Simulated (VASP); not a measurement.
# Ta (Im-3m) in VASP: a series of runs

The runs below take Ta through relaxation of cell and atoms, with PBEsol.

All numbers are computed with VASP 6.6.1; they aren't measurements. Logs are shortened: lines on timing, memory, paths and dates and some standing lists are left out, and cuts for length are marked.

### 1 The cell of the first run

Symmetry: Im-3m, No. 229, cubic system. Conventional cell: a = 3.282 Å, b = 3.282 Å, c = 3.282 Å, α = 90.00°, β = 90.00°, γ = 90.00°. Ta (site symmetry m-3m) has 14 Ta at 2.84 to 3.28 Å within 3.7 Å.

### 2 Relaxation of cell and atoms, PBEsol, target pressure 2 GPa, at which the enthalpy is minimised

File INCAR:

```
SYSTEM = Ta
PREC = Accurate
ENCUT = 600
EDIFF = 1E-6
ISMEAR = -1
SIGMA = 0.1
LREAL = .FALSE.
LASPH = .TRUE.
NELM = 60
ALGO = Normal
ISIF = 3
LWAVE = .FALSE.
LCHARG = .FALSE.
GGA = PS
IBRION = 2
NSW = 100
EDIFFG = -0.002
PSTRESS = 20.0
```

File KPOINTS:

```
Automatic mesh
0
G
  24 24 24
  0 0 0
```

File POSCAR:

```
Ta
1.0
   -1.6411113355      1.6411113355      1.6411113355
    1.6411113355     -1.6411113355      1.6411113355
    1.6411113355      1.6411113355     -1.6411113355
Ta
1
Direct
    0.0000000000      0.0000000000      0.0000000000
```

Potentials or basis: VASP PAW PBE potentials, release 64 (Ta_pv).

On the command line:

```sh
$ cat potpaw_PBE.64/Ta_pv/POTCAR > POTCAR
$ mpirun -np 1 vasp_std > vasp.out
```

OUTCAR:

```text
SYSTEM = Ta
   PREC = Accurate
   ENCUT = 600
   EDIFF = 1E-6
   ISMEAR = -1
   LREAL = .FALSE.
   LASPH = .TRUE.
   NELM = 60
   ISIF = 3
   GGA = PS
   IBRION = 2
   NSW = 100
   EDIFFG = -0.002
   PSTRESS = 20.0

 ion  position               nearest neighbor table
   1  0.000  0.000  0.000-

  LATTYP: Found a body centered cubic cell.
 ALAT       =     3.2822226710

  Lattice vectors:

 A1 = (  -1.6411113355,   1.6411113355,   1.6411113355)
 A2 = (   1.6411113355,  -1.6411113355,   1.6411113355)
 A3 = (   1.6411113355,   1.6411113355,  -1.6411113355)

Analysis of symmetry for initial positions (statically):
=====================================================================
 Subroutine PRICEL returns:
 Original cell was already a primitive cell.

 Routine SETGRP: Setting up the symmetry group for a
 body centered cubic supercell.

 Subroutine GETGRP returns: Found 48 space group operations
 (whereof 48 operations were pure point group operations)
 out of a pool of 48 trial point group operations.

The static configuration has the point symmetry O_h .

Analysis of symmetry for dynamics (positions and initial velocities):
=====================================================================
 Subroutine PRICEL returns:
 Original cell was already a primitive cell.

 Routine SETGRP: Setting up the symmetry group for a
 body centered cubic supercell.

 Subroutine GETGRP returns: Found 48 space group operations
 (whereof 48 operations were pure point group operations)
 out of a pool of 48 trial point group operations.

The dynamic configuration has the point symmetry O_h .

 Subroutine INISYM returns: Found 48 space group operations
 (whereof 48 operations are pure point group operations),
 and found     1 'primitive' translations

----------------------------------------------------------------------------------------

                                     Primitive cell

  volume of cell :      17.6797

  direct lattice vectors                    reciprocal lattice vectors
    -1.641111335  1.641111335  1.641111335     0.000000000  0.304671590  0.304671590
     1.641111335 -1.641111335  1.641111335     0.304671590  0.000000000  0.304671590
     1.641111335  1.641111335 -1.641111335     0.304671590  0.304671590  0.000000000

  length of vectors
     2.842488214  2.842488214  2.842488214     0.430870695  0.430870695  0.430870695

  position of ions in fractional coordinates (direct lattice)
     0.000000000  0.000000000  0.000000000

  ion indices of the primitive-cell ions
   primitive index   ion index
                 1           1

----------------------------------------------------------------------------------------

 KPOINTS: Automatic mesh

Automatic generation of k-mesh.
 Grid dimensions read from file:
 generate k-points for:   24   24   24

 Generating k-lattice:

  Cartesian coordinates                     Fractional coordinates (reciprocal lattice)
     0.000000000  0.012694650  0.012694650     0.041666667  0.000000000  0.000000000
     0.012694650  0.000000000  0.012694650     0.000000000  0.041666667  0.000000000
     0.012694650  0.012694650  0.000000000     0.000000000  0.000000000  0.041666667

  Length of vectors
     0.017952946  0.017952946  0.017952946

  Shift w.r.t. Gamma in fractional coordinates (k-lattice)
     0.000000000  0.000000000  0.000000000

 Subroutine IBZKPT returns following result:
 ===========================================

 Found    413 irreducible k-points:

 Following reciprocal coordinates:
            Coordinates               Weight
  0.000000  0.000000  0.000000      1.000000
  0.041667  0.000000  0.000000     12.000000
  0.083333  0.000000  0.000000     12.000000
  0.125000  0.000000  0.000000     12.000000
  0.166667  0.000000  0.000000     12.000000
  0.208333  0.000000  0.000000     12.000000
[... 16 lines left out ...]
  0.416667  0.041667 -0.000000     48.000000
  0.458333  0.041667  0.000000     48.000000
 [... further k-points ...]
[... 36 lines left out ...]
   IMIX   =      4    mixing-type and parameters
     AMIX     =   0.40;   BMIX     =  1.00
     AMIX_MAG =   1.60;   BMIX_MAG =  1.00
  volume/ion in A,a.u.               =      17.68       119.31
  Fermi-wavevector in a.u.,A,eV,Ry     =   1.397594  2.641070 26.575837  1.953269
  Thomas-Fermi vector in A             =   2.520835
   LORBIT       =      0    0 simple, 1 ext, 2 COOP (PROOUT), +10 PAW based schemes
   GGA     = PS    functional components
   LHFCALC =     F    Hartree Fock is set to
   AEXX    =    0.0000 exact exchange contribution
   IVDW    =     0    specifies the selected vdW correction
   LEPSILON=     F    determine dielectric tensor
   LRPA    =     F    only Hartree local field effects (RPA)
 conjugate gradient relaxation of ions
 non-spin polarized calculation
  energy-cutoff  :      600.00
  volume of cell :       17.68
 maximum number of plane-waves:       606
   NGX = 11   NGY = 11   NGZ = 11

--------------------------------------- Ionic step        1  -------------------------------------------

 number of electron      11.0000002 magnetization

 Free energy of the ion-electron system (eV)
  ---------------------------------------------------
  ext. energy  EPLUGINS =         0.00000000
  ---------------------------------------------------
  free energy    TOTEN  =       -12.57267199 eV

  energy without entropy =      -12.53025686  energy(sigma->0) =      -12.55146442

------------------------ aborting loop because EDIFF is reached ----------------------------------------

  FORCE on cell =-STRESS in cart. coord.  units (eV):
  Direction    XX          YY          ZZ          XY          YZ          ZX
  --------------------------------------------------------------------------------------
  -------------------------------------------------------------------------------------
  Total        0.0221449      0.0221449      0.0221449      0.0000000      0.0000000     -0.0000000
  in kB        2.0068274      2.0068274      2.0068274      0.0000000      0.0000000     -0.0000000
  external PRESSURE =     -17.9931726 kB  Pullay stress =      20.0000000 kB
[... 59 lines left out ...]
  enthalpy is  TOTEN    =       -12.3478475706 eV   P V=        0.2144142149

--------------------------------------- Ionic step        3  -------------------------------------------

 number of electron      11.0000002 magnetization

 Free energy of the ion-electron system (eV)
  ---------------------------------------------------
  ext. energy  EPLUGINS =         0.00000000
  ---------------------------------------------------
  free energy    TOTEN  =       -12.57166565 eV

  energy without entropy =      -12.52969945  energy(sigma->0) =      -12.55068255

 E-fermi :   5.5456     XC(G=0): -12.8670

 val. band max:        5.5423695276   @ k =   0.3750   0.2083   0.0417
 cond. band min:       5.5462873268   @ k =  -0.2083   0.2500   0.0833
 fundamental gap:      0.0039177992
 Fermi energy:         5.5455616400

 k-point     1 :       0.0000    0.0000    0.0000
  band No.  band energies     occupation
      1     -27.3741      2.00000
      2     -27.3741      2.00000
      3     -27.3741      2.00000
      4      -2.4922      2.00000
      5       6.2605      0.00157
      6       6.2605      0.00157
      7       6.2605      0.00157
      8       9.6277      0.00000
      9       9.6277      0.00000
[... 265 lines left out ...]
 k-point    24 :       0.4583    0.0417    0.0000
  band No.  band energies     occupation
      1     -28.6517      2.00000
      2     -27.7939      2.00000
      3     -27.3926      2.00000
      4       1.0891      2.00000
      5       3.9271      2.00000
      6       7.1065      0.00000
      7       9.5027      0.00000
      8      10.6387      0.00000
      9      13.6219      0.00000

 [... further k-points ...]

------------------------ aborting loop because EDIFF is reached ----------------------------------------

  FORCE on cell =-STRESS in cart. coord.  units (eV):
  Direction    XX          YY          ZZ          XY          YZ          ZX
  --------------------------------------------------------------------------------------
  -------------------------------------------------------------------------------------
  Total        0.2180191      0.2180191      0.2180191     -0.0000000     -0.0000000     -0.0000000
  in kB       19.9246619     19.9246619     19.9246619     -0.0000000     -0.0000000     -0.0000000
  external PRESSURE =      -0.0753381 kB  Pullay stress =      20.0000000 kB
[... 16 lines left out ...]
  FREE ENERGIE OF THE ION-ELECTRON SYSTEM (eV)
  ---------------------------------------------------
  free  energy   TOTEN  =       -12.5716656493 eV

  energy  without entropy=      -12.5296994505  energy(sigma->0) =      -12.55068255

  enthalpy is  TOTEN    =       -12.3528222310 eV   P V=        0.2188434182

 reached required accuracy - stopping structural energy minimisation
```

It took 1.8 min on 1 thread of AMD EPYC 9R45 (Zen 5), shared host; peak memory 0.19 GiB.

Results:

- Free energy: -12.5717 eV
- Relaxed volume: 17.53 Å³/atom
- Relaxed cell: a = 2.835 Å, b = 2.835 Å, c = 2.835 Å, α = 109.47°, β = 109.47°, γ = 109.47°
- Space group after relaxing (to 0.05 Å): Im-3m (No. 229)
- Energy change on relaxing (the enthalpy is what falls): +1.0 meV/atom
- Ionic steps: 3
- Pressure after relaxing: 2.0 GPa

The path:
```
step  energy change (eV)  largest force (eV/Å)  pressure (GPa)  volume (Å³)
   1              0.0000                0.0000            0.20        17.68
   2              0.0104                0.0000            6.59        17.18
   3              0.0010                0.0000            1.99        17.53
```

Final structure:
```
Ta
1.0
    -1.63651    1.63651    1.63651
     1.63651   -1.63651    1.63651
     1.63651    1.63651   -1.63651
Ta
1
Direct
  0.00000 0.00000 0.00000
```

Levels at points of the mesh, in eV from the Fermi level:
| k point | band 4 | band 5 | band 6 | band 7 | band 8 | band 9 |
| --- | --- | --- | --- | --- | --- | --- |
| (0.00, 0.00, 0.00) | -8.04 | 0.71 | 0.71 | 0.71 | 4.08 | 4.08 |
| (0.50, 0.00, 0.00) | -4.52 | -1.64 | 1.73 | 3.98 | 5.04 | 8.07 |
| (0.50, 0.50, 0.50) | -3.98 | -3.98 | 7.06 | 7.06 | 7.06 | 8.91 |

Caveat: the cell is relaxed towards a set pressure, so the enthalpy falls and the energy may rise; the PAW data sets were made with another functional, which shifts forces and pressure a little; spin-orbit coupling is left out, which moves the levels of the heavy elements.

### 3 Relaxation of cell and atoms, PBEsol, target pressure 4 GPa, at which the enthalpy is minimised

File INCAR:

```
SYSTEM = Ta
ALGO = Normal
EDIFF = 1E-6
EDIFFG = -0.002
ENCUT = 600
GGA = PS
IBRION = 2
ISIF = 3
ISMEAR = -1
LASPH = .True.
LCHARG = .False.
LREAL = .False.
LWAVE = .False.
NELM = 80
NSW = 100
PREC = Accurate
PSTRESS = 40.0
SIGMA = 0.1
```

File KPOINTS:

```
k-points
0
Gamma
  24 24 24
  0 0 0
```

POSCAR is that of step 2.

Potentials or basis: VASP PAW PBE potentials, release 64 (Ta_pv).

On the command line:

```sh
$ cat potpaw_PBE.64/Ta_pv/POTCAR > POTCAR
$ mpirun -np 1 vasp_std > vasp.out
```

It took 2 min on 1 thread of AMD EPYC 9R45 (Zen 5), shared host; peak memory 0.19 GiB.

The run converged. Its results:

```
Free energy                                            : -12.5687 eV
Relaxed volume                                         : 17.37 Å³/atom
Relaxed cell                                           : a = 2.826 Å, b = 2.826 Å, c = 2.826 Å, α = 109.47°, β = 109.47°, γ = 109.47°
Space group after relaxing (to 0.05 Å)                 : Im-3m (No. 229)
Energy change on relaxing (the enthalpy is what falls) : +4.0 meV/atom
Ionic steps                                            : 4
Pressure after relaxing                                : 4.0 GPa
```

The path:
```
step  energy change (eV)  largest force (eV/Å)  pressure (GPa)  volume (Å³)
   1              0.0000                0.0000            0.20        17.68
   2              0.0463                0.0000           14.63        16.63
   3              0.0039                0.0000            3.94        17.38
   4              0.0040                0.0000            4.02        17.37
```

Final structure:
```
CELL_PARAMETERS angstrom
-1.63148 1.63148 1.63148
1.63148 -1.63148 1.63148
1.63148 1.63148 -1.63148
ATOMIC_POSITIONS crystal
Ta 0.00000 0.00000 0.00000
```

Levels at points of the mesh, in eV from the Fermi level:
```tsv
k point	band 4	band 5	band 6	band 7	band 8	band 9
(0.00, 0.00, 0.00)	-8.07	0.71	0.71	0.71	4.12	4.12
(0.50, 0.00, 0.00)	-4.56	-1.67	1.78	4.02	5.09	8.17
(0.50, 0.50, 0.50)	-4.04	-4.04	7.14	7.14	7.14	9.00
```

Caveat: the cell is relaxed towards a set pressure, so the enthalpy falls and the energy may rise; the PAW data sets were made with another functional, which shifts forces and pressure a little; spin-orbit coupling is left out, which moves the levels of the heavy elements.

### 4 Relaxation of cell and atoms, PBEsol, target pressure 7 GPa, at which the enthalpy is minimised

File INCAR:

```
SYSTEM = Ta
PREC     = Accurate       ! precision mode
ENCUT    = 600            ! plane-wave cutoff, eV
EDIFF    = 1E-6           ! SCF threshold, eV
ISMEAR   = -1             ! smearing method
SIGMA    = 0.1            ! smearing width, eV
LREAL    = .FALSE.        ! projectors in reciprocal space
LASPH    = .TRUE.         ! aspherical terms in the spheres
NELM     = 80             ! most SCF steps
ALGO     = Normal         ! electronic algorithm
ISIF     = 3              ! what is computed and relaxed
LWAVE    = .FALSE.        ! write WAVECAR
LCHARG   = .FALSE.        ! write CHGCAR
GGA      = PS             ! functional
IBRION   = 2              ! ionic algorithm
NSW      = 100            ! ionic steps
EDIFFG   = -0.002         ! ionic threshold
PSTRESS  = 70.0
```

File KPOINTS:

```
Automatic mesh
0
G
  24 24 24
  0 0 0
```

POSCAR is that of step 3.

On the command line:

```sh
$ cat potpaw_PBE.64/Ta_pv/POTCAR > POTCAR
$ mpirun -np 1 vasp_std > vasp.out
```

Run time: 3.1 min. Hardware: 1 thread of AMD EPYC 9R45 (Zen 5), shared host; peak memory 0.19 GiB.

The run converged. Its results:

- Free energy: -12.5610 eV
- Relaxed volume: 17.15 Å³/atom
- Relaxed cell: a = 2.814 Å, b = 2.814 Å, c = 2.814 Å, α = 109.47°, β = 109.47°, γ = 109.47°
- Space group after relaxing (to 0.05 Å): Im-3m (No. 229)
- Energy change on relaxing (the enthalpy is what falls): +11.7 meV/atom
- Ionic steps: 7
- Pressure after relaxing: 7.0 GPa

The path:
| step | energy change (eV) | largest force (eV/Å) | pressure (GPa) | volume (Å³) |
| --- | --- | --- | --- | --- |
| 1 | 0.0000 | 0.0000 | 0.20 | 17.68 |
| 2 | 0.1532 | 0.0000 | 28.75 | 15.83 |
| 3 | 0.0110 | 0.0000 | 6.78 | 17.16 |
| 4 | 0.0117 | 0.0000 | 6.97 | 17.15 |
| 5 | 0.0121 | 0.0000 | 7.12 | 17.14 |
| 6 | 0.0109 | 0.0000 | 6.78 | 17.16 |
| 7 | 0.0117 | 0.0000 | 6.98 | 17.15 |

Final structure:
```xyz
1
Lattice="-1.6244 1.6244 1.6244 1.6244 -1.6244 1.6244 1.6244 1.6244 -1.6244" Properties=species:S:1:pos:R:3 pbc="T T T"
Ta    0.0000    0.0000    0.0000
```

Levels at points of the mesh, in eV from the Fermi level:
```
           k point  band 4  band 5  band 6  band 7  band 8  band 9
(0.00, 0.00, 0.00)   -8.12    0.71    0.71    0.71    4.16    4.16
(0.50, 0.00, 0.00)   -4.62   -1.71    1.85    4.08    5.17    8.30
(0.50, 0.50, 0.50)   -4.12   -4.12    7.25    7.25    7.25    9.12
```

Caveat: the cell is relaxed towards a set pressure, so the enthalpy falls and the energy may rise; the PAW data sets were made with another functional, which shifts forces and pressure a little; spin-orbit coupling is left out, which moves the levels of the heavy elements.

### 5 Relaxation of cell and atoms, PBEsol, target pressure 10 GPa, at which the enthalpy is minimised

File INCAR:

```
  PREC = Accurate
  ENCUT = 600
  EDIFF = 1E-6
  ISMEAR = -1
  SIGMA = 0.1
  LREAL = F
  LASPH = T
  NELM = 80
  ALGO = Normal
  ISIF = 3
  LWAVE = F
  LCHARG = F
  GGA = PS
  IBRION = 2
  NSW = 100
  EDIFFG = -0.002
  PSTRESS = 100.0
```

File KPOINTS:

```
regular mesh
0
Gamma
  24 24 24
```

POSCAR is that of step 4.

On the command line:

```sh
$ cat potpaw_PBE.64/Ta_pv/POTCAR > POTCAR
$ mpirun -np 1 vasp_std > vasp.out
```

It took 4.8 min on 1 thread of AMD EPYC 9R45 (Zen 5), shared host; peak memory 0.19 GiB.

Results (log left out):

- Free energy: -12.5497 eV
- Relaxed volume: 16.93 Å³/atom
- Relaxed cell: a = 2.802 Å, b = 2.802 Å, c = 2.802 Å, α = 109.47°, β = 109.47°, γ = 109.47°
- Space group after relaxing (to 0.05 Å): Im-3m (No. 229)
- Energy change on relaxing (the enthalpy is what falls): +23.0 meV/atom
- Ionic steps: 17
- Pressure after relaxing: 10.0 GPa

Step by step:
```csv
step,energy change (eV),largest force (eV/Å),pressure (GPa),volume (Å³)
1,0.0000,0.0000,0.20,17.68
2,0.3315,0.0000,45.67,15.05
3,0.0208,0.0000,9.49,16.97
4,0.0227,0.0000,9.95,16.94
5,0.0237,0.0000,10.15,16.92
6,0.0216,0.0000,9.71,16.96
7,0.0230,0.0000,9.98,16.93
8,0.0230,0.0000,9.97,16.93
9,0.0234,0.0000,10.08,16.93
10,0.0231,0.0000,10.05,16.93
11,0.0231,0.0000,10.06,16.93
12,0.0231,0.0000,10.03,16.93
13,0.0230,0.0000,10.05,16.93
14,0.0227,0.0000,9.96,16.94
15,0.0228,0.0000,9.91,16.94
16,0.0229,0.0000,9.94,16.93
17,0.0230,0.0000,9.98,16.93
```

Final structure:
```yaml
crystal:
  lattice:
    - [-1.61769, 1.61769, 1.61769]
    - [1.61769, -1.61769, 1.61769]
    - [1.61769, 1.61769, -1.61769]
  atoms:
    - { symbol: Ta, position: [0.00000, 0.00000, 0.00000] }
```

Levels at points of the mesh, in eV from the Fermi level:
```
           k point  band 4  band 5  band 6  band 7  band 8  band 9
(0.00, 0.00, 0.00)   -8.17    0.71    0.71    0.71    4.21    4.21
(0.50, 0.00, 0.00)   -4.68   -1.75    1.91    4.13    5.24    8.43
(0.50, 0.50, 0.50)   -4.20   -4.20    7.36    7.36    7.36    9.25
```

Caveat: the cell is relaxed towards a set pressure, so the enthalpy falls and the energy may rise; the PAW data sets were made with another functional, which shifts forces and pressure a little; spin-orbit coupling is left out, which moves the levels of the heavy elements.

### 6 Overview

```csv
cell,gap on the mesh (eV),pressure (GPa)
relaxed to 2 GPa,none,2.0
relaxed to 4 GPa,none,4.0
relaxed to 7 GPa,none,7.0
relaxed to 10 GPa,none,10.0
```

Alike in all rows: task relaxation of cell and atoms; level PBEsol; potentials or basis VASP PAW PBE potentials, release 64 (Ta_pv); no spin polarisation; k mesh 24 × 24 × 24; cutoff (eV) 600; smearing fermi-dirac 0.1 eV.

Caveats: the cell is relaxed towards a set pressure, so the enthalpy falls and the energy may rise; the PAW data sets were made with another functional, which shifts forces and pressure a little; spin-orbit coupling is left out, which moves the levels of the heavy elements.

Total energies depend on the potentials used, so only differences within one code and one set of settings carry meaning.
